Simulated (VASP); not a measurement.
Set up this calculation in VASP 6.6.1, as the native input.

```yaml
Task: relaxation of the atoms
Functional: PBEsol
Potentials_or_basis: VASP PAW PBE potentials, release 64 (Al, Cu, Mg)
Cutoff: 520 eV
k_mesh: 7 × 7 × 1
Occupations: gaussian, width 0.1 eV
Spin: no spin polarisation
Dipole_correction: yes
Atoms_held_fixed_from_0: "[0, 1, 2, 8, 9, 3]"
Further_INCAR_settings: ALGO = Normal; EDIFF = 1e-07; NELMDL = -8; IBRION = 2; EDIFFG = -0.03; NSW = 90
```

The structure of MgAl8Cu4 lies in POSCAR:

```
MgAl8Cu4
1.0
    4.8278486175      0.0000000000      0.0000000000
   -2.4139243087      4.2377626291      0.0000000000
    0.0000000000      0.0000000000     26.1252049314
Al Cu Mg
8 4 1
Selective dynamics
Direct
    0.4093199579      0.8186399157      0.3253562995  F F F
    0.0906800421      0.1813600843      0.3253562995  F F F
    0.7500000000      0.5000000000      0.3770427965  F F F
    0.2500000000      0.5000000000      0.4358795398  F F F
    0.9102333869      0.8204667739      0.4873173145  T T T
    0.5897666131      0.1795332261      0.4873173145  T T T
    0.2500000000      0.5000000000      0.5427209729  T T T
    0.7500000000      0.5000000000      0.5862225246  T T T
    0.7500000000      0.0000000000      0.4064611682  F F F
    0.2500000000      0.0000000000      0.4064611682  F F F
    0.2500000000      0.0000000000      0.5674063219  T T T
    0.7500000000      0.0000000000      0.5674063219  T T T
    0.7500000000      0.5000000000      0.6865088193  T T T
```

One way to write it, as run:

INCAR

```
SYSTEM = MgAl8Cu4
ALGO = Normal
DIPOL = 0.5 0.5 0.477
EDIFF = 1E-7
EDIFFG = -0.03
ENCUT = 520
GGA = PS
GGA_COMPAT = .False.
IBRION = 2
IDIPOL = 3
ISIF = 2
ISMEAR = 0
KPAR = 4
LASPH = .True.
LCHARG = .False.
LDIPOL = .True.
LREAL = .False.
LWAVE = .False.
NELM = 120
NELMDL = -8
NELMIN = 4
NSW = 90
PREC = Accurate
SIGMA = 0.1
```

KPOINTS

```
k-points
0
Gamma
  7 7 1
  0 0 0
```

Potentials or basis: VASP PAW PBE potentials, release 64 (Al, Cu, Mg).

Run with:

```sh
$ cat potpaw_PBE.64/Al/POTCAR potpaw_PBE.64/Cu/POTCAR potpaw_PBE.64/Mg/POTCAR > POTCAR
$ mpirun -np 4 vasp_std > vasp.out
```

Results of the run:

```yaml
Energy_gained_by_relaxing: 4.9 meV/atom
Ionic_steps: 11
Band_gap_on_the_k_mesh: zero (band 35 reaches 0.60 eV, above the bottom of band 36 at -0.29 eV)
```

It took 14 min on 4 MPI ranks on AMD EPYC 9R45 96-Core Processor (Zen 5), on a shared host, peak memory 0.81 GiB a rank.
